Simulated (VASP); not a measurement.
# K (P6/mmm) in VASP: further runs

Runs on K. Level: PBE. Tasks: single point.

Program: VASP 6.6.1. These are calculated values, not measurements. Logs are shortened: lines on timing, memory, paths and dates and some standing lists are left out, and cuts for length are marked.

### Step 1. The cell of the first run

The structure is hexagonal, space group P6/mmm (No. 191). The conventional cell has a = 5.576 Å, b = 5.576 Å, c = 3.313 Å, α = 90.00°, β = 90.00°, γ = 120.00°. Within 4.4 Å of K (site symmetry 6/mmm) lie 14 K at 3.31 to 3.62 Å. K (site symmetry -6m2) has 11 K at 3.22 to 3.62 Å within 4.2 Å.

This isn't the form of K at room conditions, which is bcc.

### Step 2. Single point, PBE

The input, INCAR:

```
  PREC = Accurate
  ENCUT = 520
  EDIFF = 1E-6
  ISMEAR = -1
  SIGMA = 0.1
  LREAL = False
  LASPH = True
  NELM = 80
  ALGO = Normal
  ISIF = 2
  LWAVE = False
  LCHARG = False
  GGA = PE
  NBANDS = 20
```

The input, KPOINTS:

```
Automatic mesh
0
Gamma
  5 5 7
```

The input, POSCAR:

```
K
1.0
    5.5759376155      0.0000000000      0.0000000000
   -2.7879688078      4.8289036250      0.0000000000
    0.0000000000      0.0000000000      3.3134077198
K
3
Direct
    0.0000000000      0.0000000000      0.0000000000
    0.3333333333      0.6666666667      0.5000000000
    0.6666666667      0.3333333333      0.5000000000
```

Potentials or basis: VASP PAW PBE potentials, release 64 (K_sv).

Run with:

```
$ cat potpaw_PBE.64/K_sv/POTCAR > POTCAR
$ mpirun -np 1 vasp_std > vasp.out
```

OUTCAR:

```text
PREC = Accurate
   ENCUT = 520
   EDIFF = 1E-6
   ISMEAR = -1
   LREAL = False
   LASPH = True
   NELM = 80
   ISIF = 2
   GGA = PE

 ion  position               nearest neighbor table
   1  0.000  0.000  0.000-   2 3.62   3 3.62   2 3.62   3 3.62   3 3.62   3 3.62   2 3.62   2 3.62
                             3 3.62   3 3.62   2 3.62   2 3.62
   2  0.333  0.667  0.500-   3 3.22   3 3.22   3 3.22   1 3.62   1 3.62   1 3.62   1 3.62   1 3.62
                             1 3.62
   3  0.667  0.333  0.500-   2 3.22   2 3.22   2 3.22   1 3.62   1 3.62   1 3.62   1 3.62   1 3.62
                             1 3.62

  LATTYP: Found a hexagonal cell.
 ALAT       =     5.5759376155
 C/A-ratio  =     0.5942332838

  Lattice vectors:

 A1 = (   5.5759376155,   0.0000000000,   0.0000000000)
 A2 = (  -2.7879688078,   4.8289036250,   0.0000000000)
 A3 = (   0.0000000000,   0.0000000000,   3.3134077198)

Analysis of symmetry for initial positions (statically):
=====================================================================
 Subroutine PRICEL returns:
 Original cell was already a primitive cell.

 Routine SETGRP: Setting up the symmetry group for a
 hexagonal supercell.

 Subroutine GETGRP returns: Found 24 space group operations
 (whereof 24 operations were pure point group operations)
 out of a pool of 24 trial point group operations.

The static configuration has the point symmetry D_6h.

Analysis of symmetry for dynamics (positions and initial velocities):
=====================================================================
 Subroutine PRICEL returns:
 Original cell was already a primitive cell.

 Routine SETGRP: Setting up the symmetry group for a
 hexagonal supercell.

 Subroutine GETGRP returns: Found 24 space group operations
 (whereof 24 operations were pure point group operations)
 out of a pool of 24 trial point group operations.

The dynamic configuration has the point symmetry D_6h.

 Subroutine INISYM returns: Found 24 space group operations
 (whereof 24 operations are pure point group operations),
 and found     1 'primitive' translations

----------------------------------------------------------------------------------------

                                     Primitive cell

  volume of cell :      89.2157

  direct lattice vectors                    reciprocal lattice vectors
     5.575937615  0.000000000  0.000000000     0.179342035  0.103543172  0.000000000
    -2.787968808  4.828903625  0.000000000     0.000000000  0.207086345  0.000000000
     0.000000000  0.000000000  3.313407720     0.000000000  0.000000000  0.301804089

  length of vectors
     5.575937615  5.575937616  3.313407720     0.207086345  0.207086345  0.301804089

  position of ions in fractional coordinates (direct lattice)
     0.000000000  0.000000000  0.000000000
     0.333333333  0.666666667  0.500000000
     0.666666667  0.333333333  0.500000000

  ion indices of the primitive-cell ions
   primitive index   ion index
                 1           1
                 2           2
                 3           3

----------------------------------------------------------------------------------------

 KPOINTS: Automatic mesh

Automatic generation of k-mesh.
 Grid dimensions read from file:
 generate k-points for:    5    5    7

 Generating k-lattice:

  Cartesian coordinates                     Fractional coordinates (reciprocal lattice)
     0.035868407  0.020708634  0.000000000     0.200000000 -0.000000000  0.000000000
     0.000000000  0.041417269  0.000000000     0.000000000  0.200000000  0.000000000
     0.000000000  0.000000000  0.043114870     0.000000000  0.000000000  0.142857143

  Length of vectors
     0.041417269  0.041417269  0.043114870

  Shift w.r.t. Gamma in fractional coordinates (k-lattice)
     0.000000000  0.000000000  0.000000000

 Subroutine IBZKPT returns following result:
 ===========================================

 Found     20 irreducible k-points:

 Following reciprocal coordinates:
            Coordinates               Weight
  0.000000  0.000000  0.000000      1.000000
  0.200000  0.000000  0.000000      6.000000
  0.400000 -0.000000  0.000000      6.000000
  0.200000  0.200000  0.000000      6.000000
  0.400000  0.200000  0.000000      6.000000
  0.000000  0.000000  0.142857      2.000000
[... 12 lines left out ...]
  0.200000  0.200000  0.428571     12.000000
  0.400000  0.200000  0.428571     12.000000
   k-points           NKPTS =     20   k-points in BZ     NKDIM =     20   number of bands    NBANDS=     20
   number of dos      NEDOS =    301   number of ions     NIONS =      3
   total plane-waves  NPLWV =  49392
   dimension x,y,z NGX =    42 NGY =   42 NGZ =   28
   dimension x,y,z NGXF=    84 NGYF=   84 NGZF=   56
   ions per type =               3
   NGX,Y,Z   is equivalent  to a cutoff of  12.52, 12.52, 14.05 a.u.
   NGXF,Y,Z  is equivalent  to a cutoff of  25.04, 25.04, 28.10 a.u.
 SYSTEM =  unknown system
   PREC   = accura    normal or accurate (medium, high low for compatibility)
   ISTART =      0    job   : 0-new  1-cont  2-samecut
   ICHARG =      2    charge: 1-file 2-atom 10-const
   ISPIN  =      1    spin polarized calculation?
   LNONCOLLINEAR =      F non collinear calculations
   LSORBIT =      F    spin-orbit coupling
   LASPH  =      T    aspherical Exc in radial PAW
   ENCUT  =  520.0 eV  38.22 Ry    6.18 a.u.  10.37 10.37  6.16*2*pi/ulx,y,z
   NELM   =     80;   NELMIN=  2; NELMDL= -5     # of ELM steps
   EDIFF  = 0.1E-05   stopping-criterion for ELM
   LREAL  =      F    real-space projection
   EDIFFG = 0.1E-04   stopping-criterion for IOM
   NSW    =      0    number of steps for IOM
   IBRION =     -1    ionic relax: 0-MD 1-quasi-New 2-CG
   NFREE  =      0    steps in history (QN), initial steepest desc. (CG)
   ISIF   =      2    stress and relaxation
   ISYM   =      2    0-nonsym 1-usesym 2-fastsym
   POTIM  = 0.5000    time-step for ionic-motion
   TEBEG  =    0.0;   TEEND  =   0.0 temperature during run
   PSTRESS=    0.0 pullay stress
   NELECT =      27.0000    total number of electrons
   NUPDOWN=      -1.0000    fix difference up-down
   EMIN   =  10.00;   EMAX   =-10.00  energy-range for DOS
   EFERMI =   0.00;   METHOD = LEGACY
   ISMEAR =    -1;   SIGMA  =   0.10  broadening in eV -4-tet -1-fermi 0-gaus
   EFERMI_NEDOS =   21; number of points for ismear=-14 and -15
   IALGO  =     38    algorithm
   IMIX   =      4    mixing-type and parameters
     AMIX     =   0.40;   BMIX     =  1.00
     AMIX_MAG =   1.60;   BMIX_MAG =  1.00
  volume/ion in A,a.u.               =      29.74       200.69
  Fermi-wavevector in a.u.,A,eV,Ry     =   1.099130  2.077054 16.437012  1.208086
  Thomas-Fermi vector in A             =   2.235519
   LORBIT       =      0    0 simple, 1 ext, 2 COOP (PROOUT), +10 PAW based schemes
   GGA     = PE    functional components
   LHFCALC =     F    Hartree Fock is set to
   AEXX    =    0.0000 exact exchange contribution
   IVDW    =     0    specifies the selected vdW correction
   LEPSILON=     F    determine dielectric tensor
   LRPA    =     F    only Hartree local field effects (RPA)
 non-spin polarized calculation
  energy-cutoff  :      520.00
  volume of cell :       89.22
 maximum number of plane-waves:      2424
 NGX is ok and might be reduce to    42
   NGX = 21   NGY = 21   NGZ = 13

 number of electron      27.0000002 magnetization

 Free energy of the ion-electron system (eV)
  ---------------------------------------------------
  ext. energy  EPLUGINS =         0.00000000
  ---------------------------------------------------
  free energy    TOTEN  =         0.26774358 eV

  energy without entropy =        0.33904163  energy(sigma->0) =        0.30339261

 E-fermi :   3.1778     XC(G=0):  -8.4232

 val. band max:        3.1663374369   @ k =   0.4000  -0.0000   0.2857
 cond. band min:       3.2543395354   @ k =   0.2000   0.2000   0.1429
 fundamental gap:      0.0880020985
 Fermi energy:         3.1778388835

 k-point     1 :       0.0000    0.0000    0.0000
  band No.  band energies     occupation
      1     -29.3308      2.00000
      2     -29.1178      2.00000
      3     -29.0517      2.00000
      4     -13.1508      2.00000
      5     -13.1508      2.00000
      6     -12.8736      2.00000
[... 12 lines left out ...]
     19       5.8258      0.00000
     20       7.4306      0.00000

 k-point     2 :       0.2000    0.0000    0.0000
  band No.  band energies     occupation
      1     -29.3095      2.00000
      2     -29.1341      2.00000
      3     -29.0577      2.00000
      4     -13.2585      2.00000
      5     -13.1857      2.00000
      6     -12.7330      2.00000
[... 12 lines left out ...]
     19       6.4200      0.00000
     20       7.3122      0.00000

 k-point     3 :       0.4000   -0.0000    0.0000
  band No.  band energies     occupation
      1     -29.2599      2.00000
      2     -29.1746      2.00000
      3     -29.0684      2.00000
      4     -13.3633      2.00000
      5     -13.0852      2.00000
      6     -12.7274      2.00000
[... 12 lines left out ...]
     19       6.3985      0.00000
     20       6.4523      0.00000

 k-point     4 :       0.2000    0.2000    0.0000
  band No.  band energies     occupation
      1     -29.2732      2.00000
      2     -29.1620      2.00000
      3     -29.0673      2.00000
      4     -13.2910      2.00000
      5     -13.1928      2.00000
      6     -12.6611      2.00000
[... 12 lines left out ...]
     19       6.6517      0.00000
     20       6.6789      0.00000

 k-point     5 :       0.4000    0.2000    0.0000
  band No.  band energies     occupation
      1     -29.2328      2.00000
      2     -29.1961      2.00000
      3     -29.0745      2.00000
      4     -13.3078      2.00000
      5     -13.0643      2.00000
      6     -12.9232      2.00000
[... 12 lines left out ...]
     19       6.2028      0.00000
     20       6.2554      0.00000

 k-point     6 :       0.0000    0.0000    0.1429
  band No.  band energies     occupation
      1     -29.3089      2.00000
      2     -29.1018      2.00000
      3     -29.0383      2.00000
      4     -13.1249      2.00000
      5     -13.1249      2.00000
      6     -12.8269      2.00000
[... 12 lines left out ...]
     19       6.4640      0.00000
     20       7.8734      0.00000

 k-point     7 :       0.2000    0.0000    0.1429
  band No.  band energies     occupation
      1     -29.2887      2.00000
      2     -29.1178      2.00000
      3     -29.0433      2.00000
      4     -13.2190      2.00000
      5     -13.1515      2.00000
      6     -12.7037      2.00000
[... 12 lines left out ...]
     19       6.8639      0.00000
     20       7.4816      0.00000
[... 185 lines left out ...]
 k-point    16 :       0.0000    0.0000    0.4286
  band No.  band energies     occupation
      1     -29.2168      2.00000
      2     -29.0358      2.00000
      3     -28.9855      2.00000
      4     -13.2065      2.00000
      5     -13.0463      2.00000
      6     -13.0177      2.00000
[... 12 lines left out ...]
     19       6.7839      0.00000
     20       6.7839      0.00000

 k-point    17 :       0.2000    0.0000    0.4286
  band No.  band energies     occupation
      1     -29.2017      2.00000
      2     -29.0511      2.00000
      3     -28.9857      2.00000
      4     -13.2159      2.00000
      5     -13.1147      2.00000
      6     -13.0478      2.00000
[... 12 lines left out ...]
     19       6.7444      0.00000
     20       6.7518      0.00000

 k-point    18 :       0.4000   -0.0000    0.4286
  band No.  band energies     occupation
      1     -29.1662      2.00000
      2     -29.0867      2.00000
      3     -28.9862      2.00000
      4     -13.2274      2.00000
      5     -13.2069      2.00000
      6     -13.0901      2.00000
[... 12 lines left out ...]
     19       6.2182      0.00000
     20       6.6343      0.00000

 k-point    19 :       0.2000    0.2000    0.4286
  band No.  band energies     occupation
      1     -29.1751      2.00000
      2     -29.0777      2.00000
      3     -28.9861      2.00000
      4     -13.2597      2.00000
      5     -13.2026      2.00000
      6     -13.0159      2.00000
[... 12 lines left out ...]
     19       6.4897      0.00000
     20       6.6949      0.00000

 k-point    20 :       0.4000    0.2000    0.4286
  band No.  band energies     occupation
      1     -29.1448      2.00000
      2     -29.1080      2.00000
      3     -28.9864      2.00000
      4     -13.3253      2.00000
      5     -13.1804      2.00000
      6     -13.0759      2.00000
[... 12 lines left out ...]
     19       6.1843      0.00000
     20       6.6790      0.00000

------------------------ aborting loop because EDIFF is reached ----------------------------------------

  FORCE on cell =-STRESS in cart. coord.  units (eV):
  Direction    XX          YY          ZZ          XY          YZ          ZX
  --------------------------------------------------------------------------------------
  -------------------------------------------------------------------------------------
  Total        9.0354028      9.0354028      9.1403122     -0.0000000      0.0000000     -0.0000000
  in kB      162.2619828    162.2619828    164.1459940     -0.0000000      0.0000000     -0.0000000
  external PRESSURE =     162.8899866 kB  Pullay stress =       0.0000000 kB

 VOLUME and BASIS-vectors are now :
 -----------------------------------------------------------------------------
  energy-cutoff  :      520.00
  volume of cell :       89.22
      direct lattice vectors                 reciprocal lattice vectors
     5.575937615  0.000000000  0.000000000     0.179342035  0.103543172  0.000000000
    -2.787968808  4.828903625  0.000000000     0.000000000  0.207086345  0.000000000
     0.000000000  0.000000000  3.313407720     0.000000000  0.000000000  0.301804089

 POSITION                                       TOTAL-FORCE (eV/Angst)
 -----------------------------------------------------------------------------------
      0.00000      0.00000      0.00000         0.000000      0.000000      0.000000
     -0.00000      3.21927      1.65670         0.000000      0.000000      0.000000
      2.78797      1.60963      1.65670        -0.000000     -0.000000      0.000000
 -----------------------------------------------------------------------------------
    total drift:                               -0.000000      0.000000     -0.000000

  FREE ENERGIE OF THE ION-ELECTRON SYSTEM (eV)
  ---------------------------------------------------
  free  energy   TOTEN  =         0.2677435839 eV

  energy  without entropy=        0.3390416292  energy(sigma->0) =        0.30339261
```

Wall time 71 s (1 thread of Intel Xeon 8259CL, shared host); peak memory 0.21 GiB.

Results:

```yaml
Free_energy: 0.2677 eV
Pressure: 16.3 GPa
Band_gap_on_the_k_mesh: zero (an odd number of electrons rules out a gap without spin polarisation)
```

Stress tensor (GPa, compression positive):
```
16.23  0.00  0.00
 0.00 16.23  0.00
 0.00  0.00 16.41
```

Caveat: the cell stands under pressure.

### Step 3. Single point, PBE (29.74 Å³/atom)

The input, INCAR:

```
SYSTEM = K
ALGO     = Normal         ! electronic algorithm
EDIFF    = 1E-6           ! SCF threshold, eV
ENCUT    = 520            ! plane-wave cutoff, eV
GGA      = PE             ! functional
ISIF     = 2              ! what is computed and relaxed
ISMEAR   = -1             ! smearing method
LASPH    = .True.         ! aspherical terms in the spheres
LCHARG   = .True.         ! write CHGCAR
LELF     = .True.         ! ELF
LREAL    = .False.        ! projectors in reciprocal space
LVHAR    = .True.       
LWAVE    = .False.        ! write WAVECAR
NBANDS   = 20             ! bands
NELM     = 60             ! most SCF steps
PREC     = Accurate       ! precision mode
SIGMA    = 0.1            ! smearing width, eV
```

The input, KPOINTS:

```
k-points
0
Gamma
  5 5 7
  0 0 0
```

POSCAR is that of step 2.

Potentials or basis: VASP PAW PBE potentials, release 64 (K_sv).

Run with:

```
$ cat potpaw_PBE.64/K_sv/POTCAR > POTCAR
$ mpirun -np 1 vasp_std > vasp.out
```

OUTCAR:

```text
SYSTEM = K
   EDIFF = 1E-6
   ENCUT = 520
   GGA = PE
   ISIF = 2
   ISMEAR = -1
   LASPH = .True.
   LREAL = .False.
   NELM = 60
   PREC = Accurate

 ion  position               nearest neighbor table
   1  0.000  0.000  0.000-   2 3.62   3 3.62   2 3.62   3 3.62   3 3.62   3 3.62   2 3.62   2 3.62
                             3 3.62   3 3.62   2 3.62   2 3.62
   2  0.333  0.667  0.500-   3 3.22   3 3.22   3 3.22   1 3.62   1 3.62   1 3.62   1 3.62   1 3.62
                             1 3.62
   3  0.667  0.333  0.500-   2 3.22   2 3.22   2 3.22   1 3.62   1 3.62   1 3.62   1 3.62   1 3.62
                             1 3.62

[... 652 lines left out ...]
  --------------------------------------------------------------------------------------
  -------------------------------------------------------------------------------------
  Total        9.0354028      9.0354028      9.1403122     -0.0000000      0.0000000     -0.0000000
  in kB      162.2619828    162.2619828    164.1459940     -0.0000000      0.0000000     -0.0000000
  external PRESSURE =     162.8899866 kB  Pullay stress =       0.0000000 kB

 VOLUME and BASIS-vectors are now :
 -----------------------------------------------------------------------------
  energy-cutoff  :      520.00
  volume of cell :       89.22
      direct lattice vectors                 reciprocal lattice vectors
     5.575937615  0.000000000  0.000000000     0.179342035  0.103543172  0.000000000
    -2.787968808  4.828903625  0.000000000     0.000000000  0.207086345  0.000000000
     0.000000000  0.000000000  3.313407720     0.000000000  0.000000000  0.301804089

 POSITION                                       TOTAL-FORCE (eV/Angst)
 -----------------------------------------------------------------------------------
      0.00000      0.00000      0.00000         0.000000      0.000000      0.000000
     -0.00000      3.21927      1.65670         0.000000      0.000000      0.000000
      2.78797      1.60963      1.65670        -0.000000     -0.000000      0.000000
 -----------------------------------------------------------------------------------
    total drift:                               -0.000000      0.000000     -0.000000

  FREE ENERGIE OF THE ION-ELECTRON SYSTEM (eV)
  ---------------------------------------------------
  free  energy   TOTEN  =         0.2677435839 eV

  energy  without entropy=        0.3390416292  energy(sigma->0) =        0.30339261
```

OSZICAR:

```text
N       E                     dE             d eps       ncg     rms          rms(c)
DAV:   1     0.211464498891E+03    0.21146E+03   -0.12781E+04   800   0.123E+03
DAV:   2     0.140104798928E+02   -0.19745E+03   -0.19270E+03   884   0.369E+02
DAV:   3     0.760263693102E+00   -0.13250E+02   -0.13005E+02  1500   0.700E+01
DAV:   4     0.277041358634E+00   -0.48322E+00   -0.48018E+00  1096   0.105E+01
DAV:   5     0.263600561644E+00   -0.13441E-01   -0.13434E-01  1224   0.158E+00    0.104E+01
DAV:   6     0.278482334709E+00    0.14882E-01   -0.63020E-02  1088   0.206E+00    0.674E+00
DAV:   7     0.264384010724E+00   -0.14098E-01   -0.10428E-01  1392   0.231E+00    0.569E-01
DAV:   8     0.267775377911E+00    0.33914E-02   -0.18303E-02  1052   0.118E+00    0.232E-01
DAV:   9     0.267757510352E+00   -0.17868E-04   -0.12187E-03  1232   0.230E-01    0.738E-02
DAV:  10     0.267744878377E+00   -0.12632E-04   -0.33188E-05  1104   0.488E-02    0.891E-03
DAV:  11     0.267741922210E+00   -0.29562E-05   -0.53553E-06  1232   0.167E-02    0.689E-03
DAV:  12     0.267743820443E+00    0.18982E-05   -0.86236E-07   584   0.781E-03    0.305E-03
DAV:  13     0.267743583903E+00   -0.23654E-06   -0.95230E-08   580   0.315E-03
   1 F= 0.26774358E+00 E0= 0.30339261E+00  d E =-.712980E-01
```

stdout:

```text
POSCAR found type information on POSCAR K
 POSCAR found :  1 types and       3 ions
 scaLAPACK will be used
 LDA part: xc-table for (Slater+PW92), standard interpolation
 POSCAR, INCAR and KPOINTS ok, starting setup
 FFT: planning ... GRIDC
 FFT: planning ... GRID_SOFT
 FFT: planning ... GRID
 WAVECAR not read
 entering main loop
```

Run time: 86 s. Hardware: 1 thread of Intel Xeon 8259CL, shared host; peak memory 0.21 GiB.

What came out:

```yaml
Free_energy: 0.2677 eV
Pressure: 16.3 GPa
Band_gap_on_the_k_mesh: zero (an odd number of electrons rules out a gap without spin polarisation)
```

Caveat: the cell stands under pressure.

(Part 1 of 2 ends here.)
